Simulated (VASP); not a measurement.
# Au (Fm-3m) in VASP: notebook

Au is run at these levels: PBE; tasks: single point, relaxation of cell and atoms.

Program: VASP 6.6.1. These are calculated values, not measurements. Logs are shortened: lines on timing, memory, paths and dates and some standing lists are left out, and cuts for length are marked.

## Step 1: The cell of the first run

The structure is cubic, space group Fm-3m (No. 225). Conventional cell: a = 4.116 Å, b = 4.116 Å, c = 4.116 Å, α = 90.00°, β = 90.00°, γ = 90.00°. Within 3.8 Å of Au (site symmetry m-3m) lie 12 Au at 2.91 Å.

## Step 2: Single point, PBE (17.43 Å³/atom)

File INCAR:

```
SYSTEM = Au
PREC = Accurate
ENCUT = 500
EDIFF = 1E-6
ISMEAR = 0
SIGMA = 0.1
LREAL = .False.
LASPH = .True.
NELM = 120
ALGO = Normal
ISIF = 2
LWAVE = .False.
LCHARG = .True.
GGA = PE
LELF = .True.
LVHAR = .True.
NBANDS = 12
GGA_COMPAT = .False.
```

File KPOINTS:

```
regular mesh
0
Gamma
  18 18 18
  0 0 0
```

File POSCAR:

```
Au
1.0
    0.0000000000      2.0578821794      2.0578821794
    2.0578821794      0.0000000000      2.0578821794
    2.0578821794      2.0578821794      0.0000000000
Au
1
Direct
    0.0000000000      0.0000000000      0.0000000000
```

Potentials or basis: VASP PAW PBE potentials, release 64 (Au).

On the command line:

```
$ cat potpaw_PBE.64/Au/POTCAR > POTCAR
$ mpirun -np 1 vasp_std > vasp.out
```

OUTCAR:

```text
SYSTEM = Au
   PREC = Accurate
   ENCUT = 500
   EDIFF = 1E-6
   ISMEAR = 0
   LREAL = .False.
   LASPH = .True.
   NELM = 120
   ISIF = 2
   GGA = PE

 ion  position               nearest neighbor table
   1  0.000  0.000  0.000-

  LATTYP: Found a face centered cubic cell.
 ALAT       =     4.1157643588

  Lattice vectors:

 A1 = (   0.0000000000,   2.0578821794,   2.0578821794)
 A2 = (   2.0578821794,   0.0000000000,   2.0578821794)
 A3 = (   2.0578821794,   2.0578821794,   0.0000000000)

Analysis of symmetry for initial positions (statically):
=====================================================================
 Subroutine PRICEL returns:
 Original cell was already a primitive cell.

 Routine SETGRP: Setting up the symmetry group for a
 face centered cubic supercell.

 Subroutine GETGRP returns: Found 48 space group operations
 (whereof 48 operations were pure point group operations)
 out of a pool of 48 trial point group operations.

The static configuration has the point symmetry O_h .

Analysis of symmetry for dynamics (positions and initial velocities):
=====================================================================
 Subroutine PRICEL returns:
 Original cell was already a primitive cell.

 Routine SETGRP: Setting up the symmetry group for a
 face centered cubic supercell.

 Subroutine GETGRP returns: Found 48 space group operations
 (whereof 48 operations were pure point group operations)
 out of a pool of 48 trial point group operations.

The dynamic configuration has the point symmetry O_h .

 Subroutine INISYM returns: Found 48 space group operations
 (whereof 48 operations are pure point group operations),
 and found     1 'primitive' translations

----------------------------------------------------------------------------------------

                                     Primitive cell

  volume of cell :      17.4298

  direct lattice vectors                    reciprocal lattice vectors
     0.000000000  2.057882179  2.057882179    -0.242968235  0.242968235  0.242968235
     2.057882179  0.000000000  2.057882179     0.242968235 -0.242968235  0.242968235
     2.057882179  2.057882179  0.000000000     0.242968235  0.242968235 -0.242968235

  length of vectors
     2.910284888  2.910284888  2.910284888     0.420833327  0.420833327  0.420833327

  position of ions in fractional coordinates (direct lattice)
     0.000000000  0.000000000  0.000000000

  ion indices of the primitive-cell ions
   primitive index   ion index
                 1           1

----------------------------------------------------------------------------------------

 KPOINTS: regular mesh

Automatic generation of k-mesh.
 Grid dimensions read from file:
 generate k-points for:   18   18   18

 Generating k-lattice:

  Cartesian coordinates                     Fractional coordinates (reciprocal lattice)
    -0.013498235  0.013498235  0.013498235     0.055555556  0.000000000  0.000000000
     0.013498235 -0.013498235  0.013498235     0.000000000  0.055555556  0.000000000
     0.013498235  0.013498235 -0.013498235     0.000000000  0.000000000  0.055555556

  Length of vectors
     0.023379629  0.023379629  0.023379629

  Shift w.r.t. Gamma in fractional coordinates (k-lattice)
     0.000000000  0.000000000  0.000000000

 Subroutine IBZKPT returns following result:
 ===========================================

 Found    195 irreducible k-points:

 Following reciprocal coordinates:
            Coordinates               Weight
  0.000000  0.000000  0.000000      1.000000
  0.055556  0.000000  0.000000      8.000000
  0.111111  0.000000  0.000000      8.000000
  0.166667  0.000000  0.000000      8.000000
  0.222222  0.000000  0.000000      8.000000
  0.277778  0.000000  0.000000      8.000000
[... 16 lines left out ...]
 -0.277778  0.055556  0.000000     24.000000
 -0.222222  0.055556  0.000000     24.000000
 [... further k-points ...]
   k-points           NKPTS =    195   k-points in BZ     NKDIM =    195   number of bands    NBANDS=     12
   number of dos      NEDOS =    301   number of ions     NIONS =      1
   total plane-waves  NPLWV =  13824
   dimension x,y,z NGX =    24 NGY =   24 NGZ =   24
   dimension x,y,z NGXF=    48 NGYF=   48 NGZF=   48
   ions per type =               1
   NGX,Y,Z   is equivalent  to a cutoff of  13.71, 13.71, 13.71 a.u.
   NGXF,Y,Z  is equivalent  to a cutoff of  27.42, 27.42, 27.42 a.u.
 SYSTEM =  Au
   PREC   = accura    normal or accurate (medium, high low for compatibility)
   ISTART =      0    job   : 0-new  1-cont  2-samecut
   ICHARG =      2    charge: 1-file 2-atom 10-const
   ISPIN  =      1    spin polarized calculation?
   LNONCOLLINEAR =      F non collinear calculations
   LSORBIT =      F    spin-orbit coupling
   LASPH  =      T    aspherical Exc in radial PAW
   ENCUT  =  500.0 eV  36.75 Ry    6.06 a.u.   5.31  5.31  5.31*2*pi/ulx,y,z
   NELM   =    120;   NELMIN=  2; NELMDL= -5     # of ELM steps
   EDIFF  = 0.1E-05   stopping-criterion for ELM
   LREAL  =      F    real-space projection
   EDIFFG = 0.1E-04   stopping-criterion for IOM
   NSW    =      0    number of steps for IOM
   IBRION =     -1    ionic relax: 0-MD 1-quasi-New 2-CG
   NFREE  =      0    steps in history (QN), initial steepest desc. (CG)
   ISIF   =      2    stress and relaxation
   ISYM   =      2    0-nonsym 1-usesym 2-fastsym
   POTIM  = 0.5000    time-step for ionic-motion
   TEBEG  =    0.0;   TEEND  =   0.0 temperature during run
   PSTRESS=    0.0 pullay stress
   NELECT =      11.0000    total number of electrons
   NUPDOWN=      -1.0000    fix difference up-down
   EMIN   =  10.00;   EMAX   =-10.00  energy-range for DOS
   EFERMI =   0.00;   METHOD = LEGACY
   ISMEAR =     0;   SIGMA  =   0.10  broadening in eV -4-tet -1-fermi 0-gaus
   EFERMI_NEDOS =   21; number of points for ismear=-14 and -15
   IALGO  =     38    algorithm
   IMIX   =      4    mixing-type and parameters
     AMIX     =   0.40;   BMIX     =  1.00
     AMIX_MAG =   1.60;   BMIX_MAG =  1.00
  volume/ion in A,a.u.               =      17.43       117.62
  Fermi-wavevector in a.u.,A,eV,Ry     =   1.404242  2.653632 26.829260  1.971895
  Thomas-Fermi vector in A             =   2.526823
   LORBIT       =      0    0 simple, 1 ext, 2 COOP (PROOUT), +10 PAW based schemes
   GGA     = PE    functional components
   LHFCALC =     F    Hartree Fock is set to
   AEXX    =    0.0000 exact exchange contribution
   IVDW    =     0    specifies the selected vdW correction
   LEPSILON=     F    determine dielectric tensor
   LRPA    =     F    only Hartree local field effects (RPA)
 non-spin polarized calculation
 Gauss-broadening in eV      SIGMA  =   0.10
  energy-cutoff  :      500.00
  volume of cell :       17.43
 maximum number of plane-waves:       459
 NGX is ok and might be reduce to    24
   NGX = 11   NGY = 11   NGZ = 11

 number of electron      11.0000001 magnetization

 Free energy of the ion-electron system (eV)
  ---------------------------------------------------
  ext. energy  EPLUGINS =         0.00000000
  ---------------------------------------------------
  free energy    TOTEN  =        -3.21512036 eV

  energy without entropy =       -3.21380572  energy(sigma->0) =       -3.21446304

 E-fermi :   9.0709     XC(G=0): -12.5821

 val. band max:        9.0643435180   @ k =   0.5000   0.2778   0.1111
 cond. band min:       9.0848453345   @ k =   0.5000   0.1667   0.0556
 fundamental gap:      0.0205018166
 Fermi energy:         9.0709458240

 k-point     1 :       0.0000    0.0000    0.0000
  band No.  band energies     occupation
      1      -0.5163      2.00000
      2       4.5313      2.00000
      3       4.5313      2.00000
      4       4.5313      2.00000
      5       5.9869      2.00000
      6       5.9869      2.00000
      7      23.6541      0.00000
      8      27.5245      0.00000
      9      27.5245      0.00000
     10      27.5245      0.00000
     11      32.3568      0.00000
     12      36.7524      0.00000

 k-point     2 :       0.0556    0.0000    0.0000
  band No.  band energies     occupation
      1      -0.4105      2.00000
      2       4.4974      2.00000
      3       4.5675      2.00000
      4       4.5675      2.00000
      5       5.9707      2.00000
      6       5.9707      2.00000
      7      23.7758      0.00000
      8      26.8099      0.00000
      9      27.6464      0.00000
     10      27.6464      0.00000
     11      32.9489      0.00000
     12      35.4477      0.00000

 k-point     3 :       0.1111    0.0000    0.0000
  band No.  band energies     occupation
      1      -0.1015      2.00000
      2       4.4113      2.00000
      3       4.6619      2.00000
      4       4.6619      2.00000
      5       5.9375      2.00000
      6       5.9375      2.00000
      7      24.0356      0.00000
      8      25.3433      0.00000
      9      27.9887      0.00000
     10      27.9887      0.00000
     11      32.6209      0.00000
     12      34.8246      0.00000
[... 286 lines left out ...]
 k-point    23 :      -0.2778    0.0556    0.0000
  band No.  band energies     occupation
      1       1.7348      2.00000
      2       4.5814      2.00000
      3       4.7867      2.00000
      4       4.7907      2.00000
      5       6.1713      2.00000
      6       6.6832      2.00000
      7      18.3572      0.00000
      8      24.2916      0.00000
      9      26.8196      0.00000
     10      29.3806      0.00000
     11      30.5305      0.00000
     12      31.9699      0.00000

 k-point    24 :      -0.2222    0.0556    0.0000
  band No.  band energies     occupation
      1       1.2474      2.00000
      2       4.2818      2.00000
      3       4.8267      2.00000
      4       4.8618      2.00000
      5       5.8993      2.00000
      6       6.3623      2.00000
      7      20.5423      0.00000
      8      24.6667      0.00000
      9      27.4252      0.00000
     10      29.7656      0.00000
     11      30.2556      0.00000
     12      31.7294      0.00000

 [... further k-points ...]

------------------------ aborting loop because EDIFF is reached ----------------------------------------

  FORCE on cell =-STRESS in cart. coord.  units (eV):
  Direction    XX          YY          ZZ          XY          YZ          ZX
  --------------------------------------------------------------------------------------
  -------------------------------------------------------------------------------------
  Total        0.4853842      0.4853842      0.4853842     -0.0000000      0.0000000      0.0000000
  in kB       44.6174472     44.6174472     44.6174472     -0.0000000      0.0000000      0.0000000
  external PRESSURE =      44.6174472 kB  Pullay stress =       0.0000000 kB

 VOLUME and BASIS-vectors are now :
 -----------------------------------------------------------------------------
  energy-cutoff  :      500.00
  volume of cell :       17.43
      direct lattice vectors                 reciprocal lattice vectors
     0.000000000  2.057882179  2.057882179    -0.242968235  0.242968235  0.242968235
     2.057882179  0.000000000  2.057882179     0.242968235 -0.242968235  0.242968235
     2.057882179  2.057882179  0.000000000     0.242968235  0.242968235 -0.242968235

 POSITION                                       TOTAL-FORCE (eV/Angst)
 -----------------------------------------------------------------------------------
      0.00000      0.00000      0.00000         0.000000      0.000000      0.000000
 -----------------------------------------------------------------------------------
    total drift:                               -0.000000      0.000000     -0.000000

  FREE ENERGIE OF THE ION-ELECTRON SYSTEM (eV)
  ---------------------------------------------------
  free  energy   TOTEN  =        -3.2151203629 eV

  energy  without entropy=       -3.2138057154  energy(sigma->0) =       -3.21446304
```

It took 43 s on 1 thread of Intel Xeon Platinum 8375C at 2.90GHz (Ice Lake), shared host; peak memory 0.17 GiB.

What came out:

* Free energy: -3.2151 eV
* Pressure: 4.5 GPa
* Band gap on the k mesh: zero (an odd number of electrons rules out a gap without spin polarisation)

Caveat: the cell stands under pressure; spin-orbit coupling is left out, which moves the levels of the heavy elements.

## Step 3: Single point, PBE

This run uses another cell than the first one, of 17.97 Å³/atom.

File INCAR:

```
SYSTEM = Au
PREC = Accurate
ENCUT = 500
EDIFF = 1E-6
ISMEAR = 0
SIGMA = 0.1
LREAL = .FALSE.
LASPH = .TRUE.
NELM = 120
ALGO = Normal
ISIF = 2
LWAVE = .FALSE.
LCHARG = .FALSE.
GGA = PE
NBANDS = 12
GGA_COMPAT = .FALSE.
```

File KPOINTS:

```
regular mesh
0
G
  18 18 18
  0 0 0
```

File POSCAR:

```
Au
1.0
    0.0000000000      2.0788824275      2.0788824275
    2.0788824275      0.0000000000      2.0788824275
    2.0788824275      2.0788824275      0.0000000000
Au
1
Direct
    0.0000000000      0.0000000000      0.0000000000
```

Potentials or basis: VASP PAW PBE potentials, release 64 (Au).

On the command line:

```
$ cat potpaw_PBE.64/Au/POTCAR > POTCAR
$ mpirun -np 1 vasp_std > vasp.out
```

OUTCAR:

```text
SYSTEM = Au
   PREC = Accurate
   ENCUT = 500
   EDIFF = 1E-6
   ISMEAR = 0
   LREAL = .FALSE.
   LASPH = .TRUE.
   NELM = 120
   ISIF = 2
   GGA = PE

 ion  position               nearest neighbor table
   1  0.000  0.000  0.000-

  LATTYP: Found a face centered cubic cell.
 ALAT       =     4.1577648550

  Lattice vectors:

 A1 = (   0.0000000000,   2.0788824275,   2.0788824275)
 A2 = (   2.0788824275,   0.0000000000,   2.0788824275)
 A3 = (   2.0788824275,   2.0788824275,   0.0000000000)

Analysis of symmetry for initial positions (statically):
=====================================================================
 Subroutine PRICEL returns:
 Original cell was already a primitive cell.

 Routine SETGRP: Setting up the symmetry group for a
 face centered cubic supercell.

 Subroutine GETGRP returns: Found 48 space group operations
 (whereof 48 operations were pure point group operations)
 out of a pool of 48 trial point group operations.

The static configuration has the point symmetry O_h .

Analysis of symmetry for dynamics (positions and initial velocities):
=====================================================================
 Subroutine PRICEL returns:
 Original cell was already a primitive cell.

 Routine SETGRP: Setting up the symmetry group for a
 face centered cubic supercell.

 Subroutine GETGRP returns: Found 48 space group operations
 (whereof 48 operations were pure point group operations)
 out of a pool of 48 trial point group operations.

The dynamic configuration has the point symmetry O_h .

 Subroutine INISYM returns: Found 48 space group operations
 (whereof 48 operations are pure point group operations),
 and found     1 'primitive' translations

----------------------------------------------------------------------------------------

                                     Primitive cell

  volume of cell :      17.9688

  direct lattice vectors                    reciprocal lattice vectors
     0.000000000  2.078882427  2.078882427    -0.240513842  0.240513842  0.240513842
     2.078882427  0.000000000  2.078882427     0.240513842 -0.240513842  0.240513842
[... 113 lines left out ...]
   LRPA    =     F    only Hartree local field effects (RPA)
 non-spin polarized calculation
 Gauss-broadening in eV      SIGMA  =   0.10
  energy-cutoff  :      500.00
  volume of cell :       17.97
 maximum number of plane-waves:       471
 NGX is ok and might be reduce to    24
   NGX = 11   NGY = 11   NGZ = 11

 number of electron      11.0000002 magnetization

 Free energy of the ion-electron system (eV)
  ---------------------------------------------------
  ext. energy  EPLUGINS =         0.00000000
  ---------------------------------------------------
  free energy    TOTEN  =        -3.22239423 eV

  energy without entropy =       -3.22112749  energy(sigma->0) =       -3.22176086

 E-fermi :   8.5679     XC(G=0): -12.4013

 val. band max:        8.5526022833   @ k =   0.5000   0.2778   0.1111
 cond. band min:       8.5967323530   @ k =   0.5000   0.1667   0.0556
 fundamental gap:      0.0441300697
 Fermi energy:         8.5678600078

 k-point     1 :       0.0000    0.0000    0.0000
  band No.  band energies     occupation
      1      -0.6924      2.00000
      2       4.1983      2.00000
      3       4.1983      2.00000
      4       4.1983      2.00000
      5       5.5771      2.00000
      6       5.5771      2.00000
      7      23.1971      0.00000
      8      26.8914      0.00000
      9      26.8914      0.00000
     10      26.8914      0.00000
     11      31.6307      0.00000
     12      35.7127      0.00000
[... 331 lines left out ...]
 k-point    24 :      -0.2222    0.0556    0.0000
  band No.  band energies     occupation
      1       1.0287      2.00000
      2       3.9690      2.00000
      3       4.4812      2.00000
      4       4.5134      2.00000
      5       5.4979      2.00000
      6       5.9361      2.00000
      7      19.8507      0.00000
      8      24.1077      0.00000
      9      26.6359      0.00000
     10      29.0726      0.00000
     11      29.3913      0.00000
     12      30.9450      0.00000

 [... further k-points ...]

------------------------ aborting loop because EDIFF is reached ----------------------------------------

  FORCE on cell =-STRESS in cart. coord.  units (eV):
  Direction    XX          YY          ZZ          XY          YZ          ZX
  --------------------------------------------------------------------------------------
  -------------------------------------------------------------------------------------
  Total       -0.0242309     -0.0242309     -0.0242309      0.0000000     -0.0000000      0.0000000
  in kB       -2.1605266     -2.1605266     -2.1605266      0.0000000     -0.0000000      0.0000000
  external PRESSURE =      -2.1605266 kB  Pullay stress =       0.0000000 kB

 VOLUME and BASIS-vectors are now :
 -----------------------------------------------------------------------------
  energy-cutoff  :      500.00
  volume of cell :       17.97
      direct lattice vectors                 reciprocal lattice vectors
     0.000000000  2.078882427  2.078882427    -0.240513842  0.240513842  0.240513842
     2.078882427  0.000000000  2.078882427     0.240513842 -0.240513842  0.240513842
     2.078882427  2.078882427  0.000000000     0.240513842  0.240513842 -0.240513842

 POSITION                                       TOTAL-FORCE (eV/Angst)
 -----------------------------------------------------------------------------------
      0.00000      0.00000      0.00000         0.000000      0.000000      0.000000
 -----------------------------------------------------------------------------------
    total drift:                               -0.000000      0.000000      0.000000

  FREE ENERGIE OF THE ION-ELECTRON SYSTEM (eV)
  ---------------------------------------------------
  free  energy   TOTEN  =        -3.2223942348 eV

  energy  without entropy=       -3.2211274853  energy(sigma->0) =       -3.22176086
```

Wall time 30 s (1 thread of Intel Xeon Platinum 8375C at 2.90GHz (Ice Lake), shared host); peak memory 0.17 GiB.

Results:

```
Free energy            : -3.2224 eV
Pressure               : -0.2 GPa
Band gap on the k mesh : zero (an odd number of electrons rules out a gap without spin polarisation)
```

Caveat: spin-orbit coupling is left out, which moves the levels of the heavy elements.

(Continued in part 2 of 2.)

The gap in the log of VASP goes by the Fermi energy; the results here count the filled bands.